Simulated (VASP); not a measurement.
Input of a VASP 6.6.1 run:

File INCAR:

```
PREC     = Accurate       # precision mode
ENCUT    = 520            # plane-wave cutoff, eV
EDIFF    = 1E-7           # SCF threshold, eV
ISMEAR   = -1             # smearing method
SIGMA    = 0.01           # smearing width, eV
LREAL    = Auto         
LASPH    = T              # aspherical terms in the spheres
NELM     = 80             # most SCF steps
ALGO     = Normal         # electronic algorithm
ISIF     = 2              # what is computed and relaxed
LWAVE    = F              # write WAVECAR
LCHARG   = F              # write CHGCAR
GGA      = PE             # functional
NBANDS   = 156            # bands
```

File KPOINTS:

```
Automatic mesh
0
Gamma
  1 1 1
  0.25 0.25 0.25
```

POSCAR

```
Ga12O19
1.0
    0.0000000000      9.2496621800      0.0000000000
   -1.3977182400      0.0000000000      5.7085775500
    6.2279771500     -1.5416103600      0.0067278600
Ga O
12 19
Direct
    0.1113665935      0.6760921860      0.6802051899
    0.2241335629      0.3259395275      0.3058819223
    0.2989547861      0.1930992053      0.8063800108
    0.0221988301      0.7759886378      0.1711811793
    0.4466065813      0.6781507788      0.6817455509
    0.5477098322      0.3137687339      0.3045321517
    0.6337421459      0.1982258680      0.8117380314
    0.3598676656      0.7942995591      0.1729181010
    0.7735372682      0.6720966021      0.6824496265
    0.8764008802      0.3239691405      0.3024792050
    0.9681772112      0.1970889024      0.8008068485
    0.6933508831      0.7990584398      0.1801359461
    0.1656093832      0.7310287327      0.0068057722
    0.1628142902      0.2516779464      0.9805384171
    0.2716657315      0.4250096255      0.6420456610
    0.0576611801      0.5499530939      0.3397982073
    0.0488788929      0.1140265324      0.2768632451
    0.2796988158      0.8757924249      0.6716882458
    0.4993288013      0.7396846425      0.0051807699
    0.4940127809      0.2522642752      0.9803744028
    0.6033998897      0.4299853851      0.6447940188
    0.3906804615      0.5626968488      0.3399894698
    0.3848171359      0.1082973465      0.3191503643
    0.6085294032      0.8838611520      0.6656010056
    0.8274390555      0.7347937464      0.0065274199
    0.8289123072      0.2580214766      0.9782295563
    0.9355360467      0.4328501116      0.6414476804
    0.7207004503      0.5660922924      0.3426421567
    0.7146513920      0.1151603414      0.3152949445
    0.9434892786      0.8728225361      0.7114989141
    1.0092707513      1.0050963098      0.4665332539
```

Potentials or basis: VASP PAW PBE potentials, release 64 (Ga_d, O).

The run is started by

```sh
$ cat potpaw_PBE.64/Ga_d/POTCAR potpaw_PBE.64/O/POTCAR > POTCAR
$ mpirun -np 1 vasp_std > vasp.out
```

Predict the band gap on the k mesh.

3.39 eV.

Predict the largest force.

0.303 eV/Å.

Estimate the pressure.

4.5 GPa.

Stress tensor (GPa, compression positive):
```
 2.90  0.77 -2.11
 0.77  3.91  0.00
-2.11  0.00  6.60
```

Caveat: the k points lie up to 1.10 Å⁻¹ apart.
